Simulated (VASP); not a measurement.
# Bi2Se3 (R-3m) in VASP: notebook

Runs on Bi2Se3. Level: PBE+D3(BJ). Tasks: single point.

All numbers are computed with VASP 6.6.1; they aren't measurements. Logs are shortened: lines on timing, memory, paths and dates and some standing lists are left out, and cuts for length are marked.

## (1) The cell of the first run

The structure is trigonal, space group R-3m (No. 166). The conventional cell has a = 4.000 Å, b = 4.000 Å, c = 27.648 Å, α = 90.00°, β = 90.00°, γ = 120.00°. Within 3.6 Å of Bi (site symmetry 3m) lie 6 Se at 2.75 to 2.97 Å. Se (site symmetry -3m) has 6 Bi at 2.97 Å and 12 Se at 4.00 to 4.08 Å within 4.1 Å. Se (site symmetry 3m) has 3 Bi at 2.75 Å and 3 Se at 3.40 Å within 3.6 Å.

## (2) Single point, PBE+D3(BJ)

The input, INCAR:

```
SYSTEM = Bi2Se3
PREC     = Accurate       ! precision mode
ENCUT    = 520            ! plane-wave cutoff, eV
EDIFF    = 1E-6           ! SCF threshold, eV
ISMEAR   = 0              ! smearing method
SIGMA    = 0.01           ! smearing width, eV
LREAL    = .FALSE.        ! projectors in reciprocal space
LASPH    = .TRUE.         ! aspherical terms in the spheres
NELM     = 80             ! most SCF steps
ALGO     = Normal         ! electronic algorithm
ISIF     = 2              ! what is computed and relaxed
LWAVE    = .FALSE.        ! write WAVECAR
LCHARG   = .FALSE.        ! write CHGCAR
GGA      = PE             ! functional
IVDW     = 12             ! dispersion correction
NBANDS   = 32             ! bands
```

The input, KPOINTS:

```
regular mesh
0
G
  5 5 5
  0 0 0
```

The input, POSCAR:

```
Bi2Se3
1.0
    2.0000112602      1.1547070369      9.2159180026
   -2.0000112602      1.1547070369      9.2159180026
    0.0000000000     -2.3094140835      9.2159180026
Bi Se
2 3
Direct
    0.4008000000      0.4008000000      0.4008000000
    0.5992000000      0.5992000000      0.5992000000
    0.0000000000      0.0000000000      0.0000000000
    0.2117000000      0.2117000000      0.2117000000
    0.7883000000      0.7883000000      0.7883000000
```

Potentials or basis: VASP PAW PBE potentials, release 64 (Bi_d, Se).

The run is started by

```
cat potpaw_PBE.64/Bi_d/POTCAR potpaw_PBE.64/Se/POTCAR > POTCAR
mpirun -np 1 vasp_std > vasp.out
```

OUTCAR:

```text
SYSTEM = Bi2Se3
   PREC = Accurate
   ENCUT = 520
   EDIFF = 1E-6
   ISMEAR = 0
   LREAL = .FALSE.
   LASPH = .TRUE.
   NELM = 80
   ISIF = 2
   GGA = PE
   IVDW = 12
 IVDW          = 12

 ion  position               nearest neighbor table
   1  0.401  0.401  0.401-   5 2.75   5 2.75   5 2.75   3 2.97   3 2.97   3 2.97
   2  0.599  0.599  0.599-   4 2.75   4 2.75   4 2.75   3 2.97   3 2.97   3 2.97
   3  0.000  0.000  0.000-   2 2.97   2 2.97   1 2.97   1 2.97   2 2.97   1 2.97
   4  0.212  0.212  0.212-   2 2.75   2 2.75   2 2.75
   5  0.788  0.788  0.788-   1 2.75   1 2.75   1 2.75

  LATTYP: Found a trigonal (rhomboedric) cell.
 ALAT       =     9.5008703818
 COS(alpha) =     0.9113725832

  Lattice vectors:

 A1 = (   2.0000112602,   1.1547070369,   9.2159180026)
 A2 = (  -2.0000112602,   1.1547070369,   9.2159180026)
 A3 = (   0.0000000000,  -2.3094140835,   9.2159180026)

Analysis of symmetry for initial positions (statically):
=====================================================================
 Subroutine PRICEL returns:
 Original cell was already a primitive cell.

 Routine SETGRP: Setting up the symmetry group for a
 trigonal (rhombohedral) supercell.

 Subroutine GETGRP returns: Found 12 space group operations
 (whereof 12 operations were pure point group operations)
 out of a pool of 12 trial point group operations.

The static configuration has the point symmetry D_3d.

Analysis of symmetry for dynamics (positions and initial velocities):
=====================================================================
 Subroutine PRICEL returns:
 Original cell was already a primitive cell.

 Routine SETGRP: Setting up the symmetry group for a
 trigonal (rhombohedral) supercell.

 Subroutine GETGRP returns: Found 12 space group operations
 (whereof 12 operations were pure point group operations)
 out of a pool of 12 trial point group operations.

The dynamic configuration has the point symmetry D_3d.

 Subroutine INISYM returns: Found 12 space group operations
 (whereof 12 operations are pure point group operations),
 and found     1 'primitive' translations

----------------------------------------------------------------------------------------

                                     Primitive cell

  volume of cell :     127.7009

  direct lattice vectors                    reciprocal lattice vectors
     2.000011260  1.154707037  9.215918003     0.249998592  0.144336755  0.036169303
    -2.000011260  1.154707037  9.215918003    -0.249998592  0.144336755  0.036169303
     0.000000000 -2.309414084  9.215918003     0.000000000 -0.288673509  0.036169303

  length of vectors
     9.500870382  9.500870382  9.500870383     0.290930599  0.290930599  0.290930599

  position of ions in fractional coordinates (direct lattice)
     0.400800000  0.400800000  0.400800000
     0.599200000  0.599200000  0.599200000
     0.000000000  0.000000000  0.000000000
     0.211700000  0.211700000  0.211700000
     0.788300000  0.788300000  0.788300000

  ion indices of the primitive-cell ions
   primitive index   ion index
                 1           1
                 2           2
                 3           3
                 4           4
                 5           5

----------------------------------------------------------------------------------------

 KPOINTS: regular mesh

Automatic generation of k-mesh.
 Grid dimensions read from file:
 generate k-points for:    5    5    5

 Generating k-lattice:

  Cartesian coordinates                     Fractional coordinates (reciprocal lattice)
     0.049999718  0.028867351  0.007233861     0.200000000 -0.000000000  0.000000000
    -0.049999718  0.028867351  0.007233861    -0.000000000  0.200000000  0.000000000
     0.000000000 -0.057734702  0.007233861    -0.000000000 -0.000000000  0.200000000

  Length of vectors
     0.058186120  0.058186120  0.058186120

  Shift w.r.t. Gamma in fractional coordinates (k-lattice)
     0.000000000  0.000000000  0.000000000

 Subroutine IBZKPT returns following result:
 ===========================================

 Found     19 irreducible k-points:

 Following reciprocal coordinates:
            Coordinates               Weight
  0.000000  0.000000  0.000000      1.000000
  0.200000 -0.000000  0.000000      6.000000
  0.400000 -0.000000 -0.000000      6.000000
  0.200000  0.200000  0.000000      6.000000
  0.400000  0.200000 -0.000000     12.000000
 -0.400000  0.200000  0.000000     12.000000
[... 11 lines left out ...]
  0.400000  0.400000  0.400000      2.000000
 -0.400000  0.400000  0.400000      6.000000
   k-points           NKPTS =     19   k-points in BZ     NKDIM =     19   number of bands    NBANDS=     32
   number of dos      NEDOS =    301   number of ions     NIONS =      5
   total plane-waves  NPLWV = 373248
   dimension x,y,z NGX =    72 NGY =   72 NGZ =   72
   dimension x,y,z NGXF=   144 NGYF=  144 NGZF=  144
   ions per type =               2   3
   NGX,Y,Z   is equivalent  to a cutoff of  12.60, 12.60, 12.60 a.u.
   NGXF,Y,Z  is equivalent  to a cutoff of  25.20, 25.20, 25.20 a.u.
 SYSTEM =  Bi2Se3
   PREC   = accura    normal or accurate (medium, high low for compatibility)
   ISTART =      0    job   : 0-new  1-cont  2-samecut
   ICHARG =      2    charge: 1-file 2-atom 10-const
   ISPIN  =      1    spin polarized calculation?
   LNONCOLLINEAR =      F non collinear calculations
   LSORBIT =      F    spin-orbit coupling
   LASPH  =      T    aspherical Exc in radial PAW
   ENCUT  =  520.0 eV  38.22 Ry    6.18 a.u.  17.67 17.67 17.67*2*pi/ulx,y,z
   NELM   =     80;   NELMIN=  2; NELMDL= -5     # of ELM steps
   EDIFF  = 0.1E-05   stopping-criterion for ELM
   LREAL  =      F    real-space projection
   EDIFFG = 0.1E-04   stopping-criterion for IOM
   NSW    =      0    number of steps for IOM
   IBRION =     -1    ionic relax: 0-MD 1-quasi-New 2-CG
   NFREE  =      0    steps in history (QN), initial steepest desc. (CG)
   ISIF   =      2    stress and relaxation
   ISYM   =      2    0-nonsym 1-usesym 2-fastsym
   POTIM  = 0.5000    time-step for ionic-motion
   TEBEG  =    0.0;   TEEND  =   0.0 temperature during run
   PSTRESS=    0.0 pullay stress
   NELECT =      48.0000    total number of electrons
   NUPDOWN=      -1.0000    fix difference up-down
   EMIN   =  10.00;   EMAX   =-10.00  energy-range for DOS
   EFERMI =   0.00;   METHOD = LEGACY
   ISMEAR =     0;   SIGMA  =   0.01  broadening in eV -4-tet -1-fermi 0-gaus
   EFERMI_NEDOS =   21; number of points for ismear=-14 and -15
   IALGO  =     38    algorithm
   IMIX   =      4    mixing-type and parameters
     AMIX     =   0.40;   BMIX     =  1.00
     AMIX_MAG =   1.60;   BMIX_MAG =  1.00
  volume/ion in A,a.u.               =      25.54       172.35
  Fermi-wavevector in a.u.,A,eV,Ry     =   1.181473  2.232661 18.992086  1.395879
  Thomas-Fermi vector in A             =   2.317746
   LORBIT       =      0    0 simple, 1 ext, 2 COOP (PROOUT), +10 PAW based schemes
   GGA     = PE    functional components
   LHFCALC =     F    Hartree Fock is set to
   AEXX    =    0.0000 exact exchange contribution
   IVDW    =    12    specifies the selected vdW correction
   LEPSILON=     F    determine dielectric tensor
   LRPA    =     F    only Hartree local field effects (RPA)
 non-spin polarized calculation
 Gauss-broadening in eV      SIGMA  =   0.01
  energy-cutoff  :      520.00
  volume of cell :      127.70
 maximum number of plane-waves:      3479
   NGX = 35   NGY = 35   NGZ = 35

 number of electron      47.9999999 magnetization

 Free energy of the ion-electron system (eV)
  ---------------------------------------------------
  ext. energy  EPLUGINS =         0.00000000
  ---------------------------------------------------
  free energy    TOTEN  =       -19.57719102 eV

  energy without entropy =      -19.57719102  energy(sigma->0) =      -19.57719102

 E-fermi :   6.4226     XC(G=0):  -9.9868

 val. band max:        6.3534715664   @ k =   0.0000   0.0000   0.0000
 cond. band min:       6.4797951722   @ k =   0.0000   0.0000   0.0000
 fundamental gap:      0.1263236058
 Fermi energy:         6.4226250892

 k-point     1 :       0.0000    0.0000    0.0000
  band No.  band energies     occupation
      1     -16.9872      2.00000
      2     -16.9872      2.00000
      3     -16.9837      2.00000
      4     -16.9837      2.00000
      5     -16.9638      2.00000
      6     -16.9599      2.00000
[... 24 lines left out ...]
     31      11.9207      0.00000
     32      13.1409      0.00000

 k-point     2 :       0.2000   -0.0000    0.0000
  band No.  band energies     occupation
      1     -16.9986      2.00000
      2     -16.9931      2.00000
      3     -16.9759      2.00000
      4     -16.9726      2.00000
      5     -16.9598      2.00000
      6     -16.9536      2.00000
[... 24 lines left out ...]
     31      10.8619      0.00000
     32      12.1362      0.00000

 k-point     3 :       0.4000   -0.0000   -0.0000
  band No.  band energies     occupation
      1     -17.0205      2.00000
      2     -17.0109      2.00000
      3     -16.9690      2.00000
      4     -16.9685      2.00000
      5     -16.9622      2.00000
      6     -16.9619      2.00000
[... 24 lines left out ...]
     31      11.1100      0.00000
     32      12.6637      0.00000

 k-point     4 :       0.2000    0.2000    0.0000
  band No.  band energies     occupation
      1     -16.9986      2.00000
      2     -16.9931      2.00000
      3     -16.9759      2.00000
      4     -16.9726      2.00000
      5     -16.9598      2.00000
      6     -16.9537      2.00000
[... 479 lines left out ...]
     31      11.9203      0.00000
     32      12.4704      0.00000

 k-point    18 :       0.4000    0.4000    0.4000
  band No.  band energies     occupation
      1     -16.9873      2.00000
      2     -16.9873      2.00000
      3     -16.9837      2.00000
      4     -16.9837      2.00000
      5     -16.9635      2.00000
      6     -16.9603      2.00000
[... 24 lines left out ...]
     31      11.8664      0.00000
     32      12.7986      0.00000

 k-point    19 :      -0.4000    0.4000    0.4000
  band No.  band energies     occupation
      1     -16.9986      2.00000
      2     -16.9931      2.00000
      3     -16.9759      2.00000
      4     -16.9726      2.00000
      5     -16.9598      2.00000
      6     -16.9537      2.00000
[... 24 lines left out ...]
     31      11.1501      0.00000
     32      12.5411      0.00000

------------------------ aborting loop because EDIFF is reached ----------------------------------------

 Edisp (eV)   -2.23320

 E8    (eV) :    -1.0101

  FORCE on cell =-STRESS in cart. coord.  units (eV):
  Direction    XX          YY          ZZ          XY          YZ          ZX
  --------------------------------------------------------------------------------------
  -------------------------------------------------------------------------------------
  Total       6.86765     6.86765     6.73560     0.00000    -0.00000     0.00000
  in kB      86.16379    86.16379    84.50700     0.00000    -0.00000     0.00000
  external pressure =       85.61 kB  Pullay stress =        0.00 kB

 VOLUME and BASIS-vectors are now :
 -----------------------------------------------------------------------------
  energy-cutoff  :      520.00
  volume of cell :      127.70
      direct lattice vectors                 reciprocal lattice vectors
     2.000011260  1.154707037  9.215918003     0.249998592  0.144336755  0.036169303
    -2.000011260  1.154707037  9.215918003    -0.249998592  0.144336755  0.036169303
     0.000000000 -2.309414084  9.215918003     0.000000000 -0.288673509  0.036169303

 POSITION                                       TOTAL-FORCE (eV/Angst)
 -----------------------------------------------------------------------------------
      0.00000     -0.00000     11.08122         0.000000      0.000000     -0.579536
      0.00000     -0.00000     16.56653         0.000000     -0.000000      0.579536
      0.00000      0.00000      0.00000         0.000000      0.000000     -0.000000
      0.00000     -0.00000      5.85303         0.000000      0.000000     -1.133746
      0.00000     -0.00000     21.79472         0.000000     -0.000000      1.133746
 -----------------------------------------------------------------------------------
    total drift:                                0.000000      0.000000      0.000000

  FREE ENERGIE OF THE ION-ELECTRON SYSTEM (eV)
  ---------------------------------------------------
  free  energy   TOTEN  =       -21.8103938612 eV

  energy  without entropy=      -21.8103938612  energy(sigma->0) =      -21.81039386
```

Wall time 12 min (1 thread of Intel Xeon Platinum 8259CL at 2.50GHz (Skylake/Cascade Lake), shared host); peak memory 0.68 GiB.

What came out:

```
Free energy                : -21.8104 eV
Pressure                   : 8.6 GPa
Largest force              : 1.134 eV/Å
Band gap on the k mesh     : 0.13 eV
Dispersion energy per atom : -0.447 eV
```

Forces in eV/Å, atoms in the order of the input:
```
Bi   0.000  0.000 -0.580
Bi   0.000  0.000  0.580
Se   0.000  0.000  0.000
Se   0.000  0.000 -1.134
Se   0.000  0.000  1.134
```

Stress tensor (GPa, compression positive):
```
8.62 0.00 0.00
0.00 8.62 0.00
0.00 0.00 8.45
```

Caveat: the cell stands under pressure; spin-orbit coupling is left out, which moves the levels of the heavy elements; forces of over 1 eV/Å act on the atoms, so gaps and moduli don't describe the material at rest. A k mesh can miss the band edges.

## (3) Single point, PBE+D3(BJ)

This run uses another cell than the first one, of 26.25 Å³/atom.

The input, INCAR:

```
PREC = Accurate ; ENCUT = 520
EDIFF = 1E-7 ; ISMEAR = 0
SIGMA = 0.01 ; LREAL = F
LASPH = T ; NELM = 80
ALGO = Normal ; ISIF = 2
LWAVE = F ; LCHARG = T
GGA = PE ; IVDW = 12
LELF = T ; LVHAR = T
NBANDS = 32
```

The input, KPOINTS:

```
Automatic mesh
0
Gamma
  5 5 5
```

Edit POSCAR of step 2 so:

```diff
@@ -2,5 +2,5 @@
 1.0
-    2.0000112602      1.1547070369      9.2159180026
-   -2.0000112602      1.1547070369      9.2159180026
-    0.0000000000     -2.3094140835      9.2159180026
+    2.0183610124      1.1653012712      9.3004724322
+   -2.0183610124      1.1653012712      9.3004724322
+    0.0000000000     -2.3306025522      9.3004724322
 Bi Se
```

Potentials or basis: VASP PAW PBE potentials, release 64 (Bi_d, Se).

The run is started by

```
cat potpaw_PBE.64/Bi_d/POTCAR potpaw_PBE.64/Se/POTCAR > POTCAR
mpirun -np 1 vasp_std > vasp.out
```

Wall time 13 min (1 thread of Intel Xeon Platinum 8259CL at 2.50GHz (Skylake/Cascade Lake), shared host); peak memory 0.68 GiB.

Results (log left out):

```
Free energy                : -21.9719 eV
Pressure                   : 6.0 GPa
Largest force              : 0.866 eV/Å
Band gap on the k mesh     : 0.15 eV
Dispersion energy per atom : -0.434 eV
```

Forces on the atoms (eV/Å):
```
Bi   0.000  0.000 -0.477
Bi   0.000  0.000  0.477
Se   0.000  0.000  0.000
Se   0.000  0.000 -0.866
Se   0.000  0.000  0.866
```

Stress tensor (GPa, compression positive):
```
6.05 0.00 0.00
0.00 6.05 0.00
0.00 0.00 5.93
```

Levels at points of the mesh, in eV from the valence-band top:
| k point | band 22 | band 23 | band 24 | band 25 | band 26 | band 27 |
| --- | --- | --- | --- | --- | --- | --- |
| (0.00, 0.00, 0.00) | -1.46 | -1.46 | 0.00 | 0.15 | 1.30 | 1.30 |

Caveat: the cell stands under pressure; spin-orbit coupling is left out, which moves the levels of the heavy elements.
